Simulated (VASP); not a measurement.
Here is a VASP 6.6.1 calculation.

The input POSCAR:

```
Sn
1.0
   -1.9514913738      1.9514913738      1.8378122646
    1.9514913738     -1.9514913738      1.8378122646
    1.9514913738      1.9514913738     -1.8378122646
Sn
1
Direct
    0.0000000000      0.0000000000      0.0000000000
```

Contents of INCAR.step1:

```
PREC     = Accurate       # precision mode
ENCUT    = 520            # plane-wave cutoff, eV
ISMEAR   = 0              # smearing method
SIGMA    = 0.15           # smearing width, eV
LREAL    = F              # projectors in reciprocal space
LASPH    = T              # aspherical terms in the spheres
NELM     = 80             # most SCF steps
NBANDS   = 13             # bands
GGA      = PE             # functional
ALGO     = Normal         # electronic algorithm
EDIFF    = 1E-4           # SCF threshold, eV
LWAVE    = T              # write WAVECAR
LCHARG   = F              # write CHGCAR
```

File INCAR.step2:

```
PREC     = Accurate       # precision mode
ENCUT    = 520            # plane-wave cutoff, eV
EDIFF    = 1E-7           # SCF threshold, eV
ISMEAR   = 0              # smearing method
SIGMA    = 0.15           # smearing width, eV
LREAL    = F              # projectors in reciprocal space
LASPH    = T              # aspherical terms in the spheres
NELM     = 80             # most SCF steps
ALGO     = Normal         # electronic algorithm
ISIF     = 2              # what is computed and relaxed
LWAVE    = F              # write WAVECAR
LCHARG   = T              # write CHGCAR
METAGGA  = R2SCAN         # meta-GGA
LMIXTAU  = T            
LELF     = T              # ELF
LVHAR    = T            
NBANDS   = 13             # bands
ISTART   = 1
```

KPOINTS

```
Automatic mesh
0
Gamma
  18 18 18
```

Potentials or basis: VASP PAW PBE potentials, release 64 (Sn_d).

The run is started by

```sh
$ cat potpaw_PBE.64/Sn_d/POTCAR > POTCAR
$ cp INCAR.step1 INCAR
$ mpirun -np 1 vasp_std > vasp.out
$ cp INCAR.step2 INCAR
$ mpirun -np 1 vasp_std > vasp.out
```

Question: Predict the pressure.

Answer: -1.8 GPa.

Question: What does it give for the band gap on the k mesh?

Answer: Zero (bands 7 and 8 overlap by 10.40 eV).

Stress tensor (GPa, compression positive):
```
-1.40  0.00  0.00
 0.00 -1.40  0.00
 0.00  0.00 -2.48
```

Caveat: the cell differs from its parent crystal (strain +0.030 along x and y, -0.030 along z); the PAW data sets were made with another functional, which shifts forces and pressure a little; spin-orbit coupling is left out, which moves the levels of the heavy elements.
